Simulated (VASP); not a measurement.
# F (C2/m) in VASP: notebook, part 2 of 2

VASP 6.6.1.

### Step 4. Single point, PBE+D3(BJ) (volume scaled by 1.03, then relaxed in part)

Input file INCAR:

```
SYSTEM = F
  PREC = Accurate
  ENCUT = 520
  EDIFF = 1E-6
  ISMEAR = 0
  SIGMA = 0.02
  LREAL = .FALSE.
  LASPH = .TRUE.
  NELM = 80
  ALGO = Normal
  ISIF = 2
  LWAVE = .FALSE.
  LCHARG = .TRUE.
  GGA = PE
  IVDW = 12
  LELF = .TRUE.
  LVHAR = .TRUE.
  NBANDS = 22
```

Input file KPOINTS:

```
regular mesh
0
G
  8 8 4
  0 0 0
```

Input file POSCAR:

```
F
1.0
    2.9538280676     -1.6937345039     -0.1380597718
    2.9538280676      1.6937345039     -0.1380597718
   -2.0092677871      0.0000000000      7.2887393741
F
4
Direct
    0.0741681850      0.0741681850      0.0937246879
    0.9258318150      0.9258318150      0.9062753121
    0.5014193755      0.5014193755      0.5939755769
    0.4985806245      0.4985806245      0.4060244231
```

Potentials or basis: VASP PAW PBE potentials, release 64 (F).

Command:

```sh
> cat potpaw_PBE.64/F/POTCAR > POTCAR
> mpirun -np 1 vasp_std > vasp.out
```

OUTCAR:

```text
SYSTEM = F
   PREC = Accurate
   ENCUT = 520
   EDIFF = 1E-6
   ISMEAR = 0
   LREAL = .FALSE.
   LASPH = .TRUE.
   NELM = 80
   ISIF = 2
   GGA = PE
   IVDW = 12
 IVDW          = 12

 ion  position               nearest neighbor table
   1  0.074  0.074  0.094-   2 1.42
   2  0.926  0.926  0.906-   1 1.42
   3  0.501  0.501  0.594-   4 1.42
   4  0.499  0.499  0.406-   3 1.42

  LATTYP: Found a base centered monoclinic cell.
 ALAT       =     5.9141054281
 B/A-ratio  =     0.5727779203
 C/A-ratio  =     1.2784035959
 COS(beta)  =    -0.3104742119

  Lattice vectors:

 A1 = (   2.9538280676,  -1.6937345039,  -0.1380597718)
 A2 = (   2.9538280676,   1.6937345039,  -0.1380597718)
 A3 = (  -2.0092677871,   0.0000000000,   7.2887393741)

Analysis of symmetry for initial positions (statically):
=====================================================================
 Subroutine PRICEL returns:
 Original cell was already a primitive cell.

 Routine SETGRP: Setting up the symmetry group for a
 base centered monoclinic supercell.

 Subroutine GETGRP returns: Found  4 space group operations
 (whereof  4 operations were pure point group operations)
 out of a pool of  4 trial point group operations.

The static configuration has the point symmetry C_2h.

Analysis of symmetry for dynamics (positions and initial velocities):
=====================================================================
 Subroutine PRICEL returns:
 Original cell was already a primitive cell.

 Routine SETGRP: Setting up the symmetry group for a
 base centered monoclinic supercell.

[... 120 lines left out ...]
   NUPDOWN=      -1.0000    fix difference up-down
   EMIN   =  10.00;   EMAX   =-10.00  energy-range for DOS
   EFERMI =   0.00;   METHOD = LEGACY
   ISMEAR =     0;   SIGMA  =   0.02  broadening in eV -4-tet -1-fermi 0-gaus
   EFERMI_NEDOS =   21; number of points for ismear=-14 and -15
   IALGO  =     38    algorithm
   IMIX   =      4    mixing-type and parameters
     AMIX     =   0.40;   BMIX     =  1.00
     AMIX_MAG =   1.60;   BMIX_MAG =  1.00
  volume/ion in A,a.u.               =      18.00       121.46
  Fermi-wavevector in a.u.,A,eV,Ry     =   1.194998  2.258219 19.429396  1.428020
  Thomas-Fermi vector in A             =   2.330974
   LORBIT       =      0    0 simple, 1 ext, 2 COOP (PROOUT), +10 PAW based schemes
   GGA     = PE    functional components
   LHFCALC =     F    Hartree Fock is set to
   AEXX    =    0.0000 exact exchange contribution
   IVDW    =    12    specifies the selected vdW correction
   LEPSILON=     F    determine dielectric tensor
   LRPA    =     F    only Hartree local field effects (RPA)
 non-spin polarized calculation
 Gauss-broadening in eV      SIGMA  =   0.02
  energy-cutoff  :      520.00
  volume of cell :       71.99
 maximum number of plane-waves:      1958
 NGX is ok and might be reduce to    28
   NGX = 13   NGY = 13   NGZ = 29

 number of electron      27.9999975 magnetization

 Free energy of the ion-electron system (eV)
  ---------------------------------------------------
  ext. energy  EPLUGINS =         0.00000000
  ---------------------------------------------------
  free energy    TOTEN  =        -7.31140639 eV

  energy without entropy =       -7.31140639  energy(sigma->0) =       -7.31140639

 E-fermi :  -5.4404     XC(G=0):  -7.1273

 val. band max:       -5.6421324818   @ k =   0.5000   0.5000   0.0000
 cond. band min:      -2.8323320705   @ k =   0.0000   0.0000   0.0000
 fundamental gap:      2.8098004113
 Fermi energy:        -5.4404016548

 k-point     1 :       0.0000    0.0000    0.0000
  band No.  band energies     occupation
      1     -30.5048      2.00000
      2     -30.4233      2.00000
      3     -24.2907      2.00000
      4     -24.0628      2.00000
      5     -12.1413      2.00000
      6     -11.5320      2.00000
[... 589 lines left out ...]
     21      11.2904      0.00000
     22      12.6243      0.00000

 [... further k-points ...]

------------------------ aborting loop because EDIFF is reached ----------------------------------------

 Edisp (eV)   -0.10156

 E8    (eV) :    -0.0219

  FORCE on cell =-STRESS in cart. coord.  units (eV):
  Direction    XX          YY          ZZ          XY          YZ          ZX
  --------------------------------------------------------------------------------------
  -------------------------------------------------------------------------------------
  Total      -0.13782    -0.24540     0.68638     0.00000     0.00000     0.04035
  in kB      -3.06709    -5.46149    15.27554     0.00000     0.00000     0.89789
  external pressure =        2.25 kB  Pullay stress =        0.00 kB

 VOLUME and BASIS-vectors are now :
 -----------------------------------------------------------------------------
  energy-cutoff  :      520.00
  volume of cell :       71.99
      direct lattice vectors                 reciprocal lattice vectors
     2.953828068 -1.693734504 -0.138059772     0.171481320 -0.295205653  0.047271808
     2.953828068  1.693734504 -0.138059772     0.171481320  0.295205653  0.047271808
    -2.009267787  0.000000000  7.288739374     0.006496232  0.000000000  0.138988736

 POSITION                                       TOTAL-FORCE (eV/Angst)
 -----------------------------------------------------------------------------------
      0.24984      0.00000      0.66266         0.135222      0.000000      0.358650
      3.64855      0.00000      6.34996        -0.135222      0.000000     -0.358650
      1.76876      0.00000      4.19088        -0.092942      0.000000      0.359715
      2.12963      0.00000      2.82174         0.092942      0.000000     -0.359715
 -----------------------------------------------------------------------------------
    total drift:                                0.000000      0.000000      0.000000

  FREE ENERGIE OF THE ION-ELECTRON SYSTEM (eV)
  ---------------------------------------------------
  free  energy   TOTEN  =        -7.4129621596 eV

  energy  without entropy=       -7.4129621596  energy(sigma->0) =       -7.41296216
```

Run time: 42 s. Hardware: 1 thread of Intel Xeon 6975P-C (Granite Rapids), shared host; peak memory 0.24 GiB.

Results:

* Free energy: -7.4130 eV
* Pressure: 0.2 GPa
* Largest force: 0.383 eV/Å
* Band gap on the k mesh: 2.81 eV, indirect (least direct gap 2.85 eV)
* Dispersion energy per atom: -0.025 eV

Forces in eV/Å, atoms in the order of the input:
```
F    0.135  0.000  0.359
F   -0.135  0.000 -0.359
F   -0.093  0.000  0.360
F    0.093  0.000 -0.360
```

Stress tensor (GPa, compression positive):
```
-0.31  0.00  0.09
 0.00 -0.55  0.00
 0.09  0.00  1.53
```

Levels at points of the mesh, in eV from the valence-band top:
| k point | band 10 | band 11 | band 12 | band 13 | band 14 | band 15 | band 16 | band 17 | band 18 | band 19 |
| --- | --- | --- | --- | --- | --- | --- | --- | --- | --- | --- |
| (0.00, 0.00, 0.00) | -3.27 | -0.25 | -0.14 | -0.10 | -0.04 | 2.81 | 3.68 | 8.77 | 11.02 | 11.96 |
| (0.50, 0.00, 0.00) | -3.42 | -0.42 | -0.40 | -0.23 | -0.18 | 3.33 | 3.36 | 13.00 | 13.10 | 14.65 |
| (0.50, 0.50, 0.00) | -3.36 | -0.42 | -0.26 | -0.26 | 0.00 | 3.27 | 3.36 | 13.29 | 13.34 | 13.61 |
| (0.00, 0.00, 0.50) | -3.29 | -0.20 | -0.16 | -0.10 | -0.08 | 3.21 | 3.25 | 9.56 | 9.57 | 14.36 |
| (0.50, 0.00, 0.50) | -3.35 | -0.53 | -0.32 | -0.27 | -0.06 | 3.16 | 3.50 | 13.00 | 13.66 | 13.77 |
| (0.50, 0.50, 0.50) | -3.44 | -0.41 | -0.35 | -0.14 | -0.11 | 3.32 | 3.35 | 12.93 | 13.09 | 14.67 |

Caveat: the cell differs from its parent crystal (volume scaled by 1.03, then relaxed in part).

### Step 5. Single point, PBE+D3(BJ) (volume scaled by 1.06, then relaxed in part)

Input file INCAR:

```
  PREC = Accurate
  ENCUT = 520
  EDIFF = 1E-6
  ISMEAR = 0
  SIGMA = 0.02
  LREAL = F
  LASPH = T
  NELM = 60
  ALGO = Normal
  ISIF = 2
  LWAVE = F
  LCHARG = F
  GGA = PE
  IVDW = 12
  NBANDS = 22
```

Input file KPOINTS:

```
Automatic mesh
0
Gamma
  8 8 4
```

Input file POSCAR:

```
F
1.0
    2.9937995485     -1.7126263422     -0.1400788519
    2.9937995485      1.7126263422     -0.1400788519
   -2.0399603014      0.0000000000      7.3203890575
F
4
Direct
    0.0736709194      0.0736709194      0.0933089308
    0.9263290806      0.9263290806      0.9066910692
    0.5018328815      0.5018328815      0.5935968932
    0.4981671185      0.4981671185      0.4064031068
```

Command:

```sh
> cat potpaw_PBE.64/F/POTCAR > POTCAR
> mpirun -np 1 vasp_std > vasp.out
```

It took 43 s on 1 thread of Intel Xeon 6975P-C (Granite Rapids), shared host; peak memory 0.24 GiB.

It converged, with:

* Free energy: -7.4116 eV
* Pressure: 0.1 GPa
* Largest force: 0.374 eV/Å
* Band gap on the k mesh: 2.84 eV, indirect (least direct gap 2.88 eV)
* Dispersion energy per atom: -0.024 eV

Forces in eV/Å, atoms in the order of the input:
```
F    0.132  0.000  0.349
F   -0.132  0.000 -0.349
F   -0.093  0.000  0.362
F    0.093  0.000 -0.362
```

Stress tensor (GPa, compression positive):
```
-0.37  0.00  0.08
 0.00 -0.60  0.00
 0.08  0.00  1.40
```

Levels at points of the mesh, in eV from the valence-band top:
| k point | band 10 | band 11 | band 12 | band 13 | band 14 | band 15 | band 16 | band 17 | band 18 | band 19 |
| --- | --- | --- | --- | --- | --- | --- | --- | --- | --- | --- |
| (0.00, 0.00, 0.00) | -3.28 | -0.24 | -0.13 | -0.10 | -0.04 | 2.84 | 3.67 | 8.69 | 10.95 | 11.86 |
| (0.50, 0.00, 0.00) | -3.42 | -0.39 | -0.37 | -0.21 | -0.18 | 3.34 | 3.37 | 12.85 | 12.95 | 14.49 |
| (0.50, 0.50, 0.00) | -3.36 | -0.40 | -0.24 | -0.24 | 0.00 | 3.28 | 3.37 | 13.12 | 13.21 | 13.46 |
| (0.00, 0.00, 0.50) | -3.30 | -0.19 | -0.16 | -0.10 | -0.08 | 3.23 | 3.25 | 9.48 | 9.49 | 14.27 |
| (0.50, 0.00, 0.50) | -3.36 | -0.50 | -0.31 | -0.25 | -0.06 | 3.18 | 3.50 | 12.84 | 13.52 | 13.62 |
| (0.50, 0.50, 0.50) | -3.43 | -0.38 | -0.33 | -0.13 | -0.11 | 3.33 | 3.36 | 12.77 | 12.92 | 14.51 |

Caveat: the cell differs from its parent crystal (volume scaled by 1.06, then relaxed in part). A k mesh can miss the band edges.

### Step 6. Relaxation of shape and atoms at fixed volume, PBE+D3(BJ) (volume scaled by 0.88)

Input file INCAR:

```
SYSTEM = F
PREC = Accurate ; ENCUT = 600
EDIFF = 1E-6 ; ISMEAR = 0
SIGMA = 0.02 ; LREAL = .False.
LASPH = .True. ; NELM = 100
ALGO = Normal ; ISIF = 4
LWAVE = .False. ; LCHARG = .False.
GGA = PE ; IVDW = 12
IBRION = 2 ; NSW = 50
EDIFFG = -0.01
```

Input file KPOINTS:

```
Automatic mesh
0
Gamma
  8 8 4
  0 0 0
```

Input file POSCAR:

```
F
1.0
    2.8035241590     -1.5884736304     -0.1340585735
    2.8035241590      1.5884736304     -0.1340585735
   -1.9107338925      0.0000000000      6.9971367364
F
4
Direct
    0.0787944681      0.0787944681      0.0961182367
    0.9212055319      0.9212055319      0.9038817633
    0.4995845753      0.4995845753      0.5964257768
    0.5004154247      0.5004154247      0.4035742232
```

Potentials or basis: VASP PAW PBE potentials, release 64 (F).

Command:

```sh
> cat potpaw_PBE.64/F/POTCAR > POTCAR
> mpirun -np 1 vasp_std > vasp.out
```

OUTCAR:

```text
SYSTEM = F
   PREC = Accurate
   ENCUT = 600
   EDIFF = 1E-6
   ISMEAR = 0
   LREAL = .False.
   LASPH = .True.
   NELM = 100
   ISIF = 4
   GGA = PE
   IVDW = 12
   IBRION = 2
   NSW = 50
   EDIFFG = -0.01
 IVDW          = 12

 ion  position               nearest neighbor table
   1  0.079  0.079  0.096-   2 1.40
   2  0.921  0.921  0.904-   1 1.40
   3  0.500  0.500  0.596-   4 1.40
   4  0.500  0.500  0.404-   3 1.40

  LATTYP: Found a base centered monoclinic cell.
 ALAT       =     5.6134550541
 B/A-ratio  =     0.5659522042
 C/A-ratio  =     1.2921332811
 COS(beta)  =    -0.3092040266

  Lattice vectors:

 A1 = (   2.8035241590,  -1.5884736304,  -0.1340585735)
 A2 = (   2.8035241590,   1.5884736304,  -0.1340585735)
 A3 = (  -1.9107338925,   0.0000000000,   6.9971367364)

Analysis of symmetry for initial positions (statically):
=====================================================================
 Subroutine PRICEL returns:
 Original cell was already a primitive cell.

 Routine SETGRP: Setting up the symmetry group for a
 base centered monoclinic supercell.

 Subroutine GETGRP returns: Found  4 space group operations
 (whereof  4 operations were pure point group operations)
[... 165 lines left out ...]
  ---------------------------------------------------
  ext. energy  EPLUGINS =         0.00000000
  ---------------------------------------------------
  free energy    TOTEN  =        -7.26450470 eV

  energy without entropy =       -7.26450470  energy(sigma->0) =       -7.26450470

------------------------ aborting loop because EDIFF is reached ----------------------------------------

 Edisp (eV)   -0.12329

 E8    (eV) :    -0.0271
[... 111 lines left out ...]
  FREE ENERGIE OF THE ION-ELECTRON SYSTEM (eV)
  ---------------------------------------------------
  free  energy   TOTEN  =        -7.4116711182 eV

  energy  without entropy=       -7.4116711182  energy(sigma->0) =       -7.41167112

[... ionic steps 4 to 19 ...]

--------------------------------------- Ionic step       20  -------------------------------------------

 number of electron      27.9999999 magnetization

------------------------ aborting loop because EDIFF is reached ----------------------------------------
[... 79 lines left out ...]
--------------------------------------- Ionic step       22  -------------------------------------------

 number of electron      27.9999999 magnetization

 Free energy of the ion-electron system (eV)
  ---------------------------------------------------
  ext. energy  EPLUGINS =         0.00000000
  ---------------------------------------------------
  free energy    TOTEN  =        -7.28927975 eV

  energy without entropy =       -7.28927975  energy(sigma->0) =       -7.28927975

 E-fermi :  -4.7451     XC(G=0):  -7.8038

 val. band max:       -4.9437750876   @ k =   0.5000   0.5000   0.0000
 cond. band min:      -2.4472658927   @ k =   0.0000   0.0000   0.0000
 fundamental gap:      2.4965091949
 Fermi energy:        -4.7450726354

 k-point     1 :       0.0000    0.0000    0.0000
  band No.  band energies     occupation
      1     -29.8109      2.00000
      2     -29.6418      2.00000
      3     -23.8507      2.00000
      4     -23.4436      2.00000
      5     -11.6264      2.00000
      6     -10.7146      2.00000
[... 481 lines left out ...]
      5     -11.2980      2.00000
      6     -11.0364      2.00000
[... 10 lines left out ...]
     17       6.1952      0.00000
     18       7.0389      0.00000

 [... further k-points ...]

------------------------ aborting loop because EDIFF is reached ----------------------------------------

 Edisp (eV)   -0.12328

 E8    (eV) :    -0.0271
[... 27 lines left out ...]
  FREE ENERGIE OF THE ION-ELECTRON SYSTEM (eV)
  ---------------------------------------------------
  free  energy   TOTEN  =        -7.4125607022 eV

  energy  without entropy=       -7.4125607022  energy(sigma->0) =       -7.41256070

 reached required accuracy - stopping structural energy minimisation
```

CONTCAR:

```text
F
   1.00000000000000
     2.8174007727932682   -1.5988211754066322   -0.1437183376155031
     2.8174007727932682    1.5988211754066322   -0.1437183376155031
    -1.9479265523352278    0.0000000000000000    6.9266480606530614
  F
     4
Direct
     0.0816620414110767    0.0816620414110767    0.0989970873020345
     0.9183379585889235    0.9183379585889235    0.9010029126979656
     0.5000198451042778    0.5000198451042778    0.5991401375877197
     0.4999801548957223    0.4999801548957223    0.4008598624122806

  0.00000000E+00  0.00000000E+00  0.00000000E+00
  0.00000000E+00  0.00000000E+00  0.00000000E+00
  0.00000000E+00  0.00000000E+00  0.00000000E+00
  0.00000000E+00  0.00000000E+00  0.00000000E+00
```

Wall time 5.4 min (1 thread of Intel Xeon 6975P-C (Granite Rapids), shared host); peak memory 0.25 GiB.

What came out:

```yaml
Free_energy: -7.4126 eV
Energy_gained_by_relaxing: 6.2 meV/atom
Ionic_steps: 22
Pressure_after_relaxing: 0.2 GPa
Largest_force_after_relaxing: 0.009 eV/Å
Band_gap_on_the_k_mesh: 2.50 eV, indirect (least direct gap 2.57 eV)
Dispersion_energy_per_atom: -0.031 eV
```

Forces on the atoms (eV/Å):
```
F    0.008  0.000 -0.004
F   -0.008  0.000  0.004
F    0.000  0.000 -0.005
F    0.000  0.000  0.005
```

The path:
| step | energy change (eV) | largest force (eV/Å) | pressure (GPa) | volume (Å³) |
| --- | --- | --- | --- | --- |
| 1 | 0.0000 | 0.9488 | 2.43 | 61.51 |
| 2 | 0.1895 | 2.1902 | -5.76 | 61.51 |
| 3 | -0.0239 | 0.0320 | 0.05 | 61.51 |
| 4 | -0.0239 | 0.0095 | 0.11 | 61.51 |
| 5 | -0.0239 | 0.0259 | 0.16 | 61.51 |
| 6 | -0.0240 | 0.0269 | 0.16 | 61.51 |
| 7 | -0.0241 | 0.0589 | 0.18 | 61.51 |
| 8 | -0.0241 | 0.1238 | 0.19 | 61.51 |
| 9 | -0.0241 | 0.0912 | 0.18 | 61.51 |
| 10 | -0.0241 | 0.0883 | 0.18 | 61.51 |
| 11 | -0.0242 | 0.0795 | 0.17 | 61.51 |
| 12 | -0.0243 | 0.0624 | 0.15 | 61.51 |
| 13 | -0.0244 | 0.0305 | 0.12 | 61.51 |
| 14 | -0.0246 | 0.0381 | 0.11 | 61.51 |
| 15 | -0.0246 | 0.0574 | 0.07 | 61.51 |
| 16 | -0.0247 | 0.0423 | 0.13 | 61.51 |
| 17 | -0.0247 | 0.0559 | 0.25 | 61.51 |
| 18 | -0.0248 | 0.0223 | 0.21 | 61.51 |
| 19 | -0.0248 | 0.0245 | 0.21 | 61.51 |
| 20 | -0.0248 | 0.0229 | 0.23 | 61.51 |
| 21 | -0.0248 | 0.0210 | 0.23 | 61.51 |
| 22 | -0.0248 | 0.0093 | 0.18 | 61.51 |

Final structure:
```
F
1.0
     2.81740   -1.59882   -0.14372
     2.81740    1.59882   -0.14372
    -1.94793    0.00000    6.92665
F
4
Cartesian
  0.2673 0.0000 0.6622
  3.4196 0.0000 5.9770
  1.6504 0.0000 4.0063
  2.0364 0.0000 2.6329
```

Caveat: the cell differs from its parent crystal (volume scaled by 0.88).

### Step 7. Overview

```csv
task,cell,cutoff (eV),gap on the mesh (eV),pressure (GPa),largest force (eV/Å)
single point,"a = 3.344, b = 3.344, c = 7.410 Å, angles 105.7, 105.7, 59.4°, 4 atoms",520,2.74,0.4,0.37
single point,"a = 3.393, b = 3.393, c = 7.382 Å, angles 105.6, 105.6, 59.9°, 4 atoms",520,2.79,0.3,0.37
single point,"a = 3.408, b = 3.408, c = 7.561 Å, angles 105.6, 105.6, 59.6°, 4 atoms",520,2.81,0.2,0.38
single point,"a = 3.452, b = 3.452, c = 7.599 Å, angles 105.8, 105.8, 59.5°, 4 atoms",520,2.84,0.1,0.37
relaxation of shape and atoms at fixed volume,"relaxed from a = 3.225, b = 3.225, c = 7.253 Å, angles 105.6, 105.6, 59.0°, 4 atoms",600,2.50,0.2,0.01
```

Alike in all rows: level PBE+D3(BJ); potentials or basis VASP PAW PBE potentials, release 64 (F); no spin polarisation; k mesh 8 × 8 × 4; smearing gaussian 0.02 eV.

Total energies depend on the potentials used, so only differences within one code and one set of settings carry meaning.
